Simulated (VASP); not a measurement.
Rb: single point with PBE

Crystal: Rb.

```
CELL_PARAMETERS angstrom
4.49831 0.00000 0.00000
0.00000 4.49831 0.00000
0.00000 0.00000 4.49831
ATOMIC_POSITIONS crystal
Rb 0.00000 0.00000 0.00000
```

This cell differs from its parent crystal: volume scaled by 0.92.

| Quantity | Value |
| --- | --- |
| Program | VASP 6.6.1 |
| Task | single point |
| Functional | PBE |
| Potentials or basis | VASP PAW PBE potentials, release 64 (Rb_sv) |
| Cutoff | 520 eV |
| k mesh | 11 × 11 × 11 |
| Occupations | fermi-dirac, width 0.1 eV |
| Spin | no spin polarisation |
| Dipole correction | no |
| Further INCAR settings | ALGO = Normal; EDIFF = 1e-07; NBANDS = 10 |

The pressure is 0.2 GPa.

Levels at points of the mesh, in eV from the Fermi level:
| k point | band 1 | band 2 | band 3 | band 4 | band 5 | band 6 | band 7 | band 8 | band 9 | band 10 |
| --- | --- | --- | --- | --- | --- | --- | --- | --- | --- | --- |
| (0.00, 0.00, 0.00) | -29.06 | -13.08 | -13.08 | -13.08 | -1.97 | 2.33 | 2.33 | 5.99 | 5.99 | 6.00 |

Run time: 47 s on 1 thread of Intel(R) Xeon(R) Platinum 8375C CPU @ 2.90GHz (Ice Lake), with other jobs on the host, peak memory 0.22 GiB.
